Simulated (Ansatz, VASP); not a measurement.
One calculation of Zn3Ge2Bi, two programs

```
Zn Ge Bi
1.0
     3.84957    0.00000    0.00000
    -1.92478    3.33382    0.00000
     0.00000    0.00000   19.44232
Zn Ge Bi
6 4 2
Direct
  0.00000 0.00000 0.50000
  0.00000 0.00000 0.00000
  0.33333 0.66667 0.35355
  0.66667 0.33333 0.85355
  0.66667 0.33333 0.64645
  0.33333 0.66667 0.14645
  0.33333 0.66667 0.92849
  0.66667 0.33333 0.42849
  0.66667 0.33333 0.07151
  0.33333 0.66667 0.57151
  0.00000 0.00000 0.25000
  0.00000 0.00000 0.75000
```

Alike in both runs: functional PBE; k mesh 6 × 6 × 1; occupations gaussian, width 0.1 eV; no spin polarisation.

Ansatz relaxed the structure, and its values are those at the end. VASP's run is a single point on that final structure, the one shown.

|  | VASP | Ansatz |
| --- | --- | --- |
| version | VASP 6.6.1 | Ansatz 0.2.0 |
| potentials or method | VASP PAW PBE potentials, release 64 (Zn, Ge_d, Bi_d), cutoff 520 eV | scalar-relativistic, plane waves, PAW |
| valence electrons in the cell | 158 | 158 |

Ansatz gave:

| Property | Result |
| --- | --- |
| gap on the k mesh at the Fermi level (eV) | none |
| pressure (GPa) | 0.3 |
| rms of the force components (eV/Å) | 0.004 |

Task: Which values does VASP return?

Result: gap on the k mesh at the Fermi level (eV): none; pressure (GPa): 0.4; rms of the force components (eV/Å): 0.004.

A gap of «none» marks a metal or a gap that the smearing closes.

Spin-orbit coupling is off throughout.
